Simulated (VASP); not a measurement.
Write the native input for VASP 6.6.1 that does the following.

```
Task                   : single point
Functional             : PBE
Potentials or basis    : VASP PAW PBE potentials, release 64 (Zr_sv)
Cutoff                 : 500 eV
k mesh                 : 8 × 8 × 8
Occupations            : gaussian, width 0.1 eV
Spin                   : no spin polarisation
Dipole correction      : no
Further INCAR settings : ALGO = Normal; EDIFF = 1e-06; NBANDS = 12
```

The structure of Zr lies in POSCAR:

```
Zr
1.0
   -1.5896226085      1.8721476920      1.9206588151
    1.5896226085     -1.8721476920      1.9206588151
    1.5896226085      1.8721476920     -1.9206588151
Zr
1
Direct
    0.5000000000      0.5000000000      0.0000000000
```

The cell was built from a structure type or drawn by symmetry, and may not be a known phase.

One way to write it, as run:

INCAR

```
  PREC = Accurate
  ENCUT = 500
  EDIFF = 1E-6
  ISMEAR = 0
  SIGMA = 0.1
  LREAL = False
  LASPH = True
  NELM = 120
  ALGO = Normal
  ISIF = 2
  LWAVE = False
  LCHARG = False
  GGA = PE
  NBANDS = 12
  GGA_COMPAT = False
```

KPOINTS

```
Automatic mesh
0
Gamma
  8 8 8
```

Potentials or basis: VASP PAW PBE potentials, release 64 (Zr_sv).

Launch:

```bash
$ cat potpaw_PBE.64/Zr_sv/POTCAR > POTCAR
$ mpirun -np 1 vasp_std > vasp.out
```

Results of the run:

```
Pressure               : 0.1 GPa
Band gap on the k mesh : zero (bands 6 and 7 overlap by 1.25 eV)
```

It took 22 s on 1 thread of Intel Xeon 8259CL, on a shared host, peak memory 0.15 GiB.
